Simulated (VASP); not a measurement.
A run of VASP 6.6.1 is set up as follows.

The input INCAR:

```
SYSTEM = Cl
PREC = Accurate ; ENCUT = 520
EDIFF = 1E-6 ; ISMEAR = -1
SIGMA = 0.08 ; LREAL = .FALSE.
LASPH = .TRUE. ; NELM = 60
ALGO = Normal ; ISIF = 2
LWAVE = .FALSE. ; LCHARG = .FALSE.
GGA = PS ; NBANDS = 10
```

Contents of KPOINTS:

```
regular mesh
0
G
  15 15 15
  0 0 0
```

The input POSCAR:

```
Cl
1.0
    2.3500767920      0.0000000000      0.0000000000
    0.0000000000      2.3500767920      0.0000000000
    0.0000000000      0.0000000000      2.3500767920
Cl
1
Direct
    0.0000000000      0.0000000000      0.0000000000
```

Potentials or basis: VASP PAW PBE potentials, release 64 (Cl).

Launch:

```console
$ cat potpaw_PBE.64/Cl/POTCAR > POTCAR
$ mpirun -np 1 vasp_std > vasp.out
```

Task: Predict the pressure.

Result: 78.2 GPa.

Caveat: the PAW data sets were made with another functional, which shifts forces and pressure a little; an odd number of electrons without spin polarisation forces a metal; a magnetic or distorted state may lie lower.
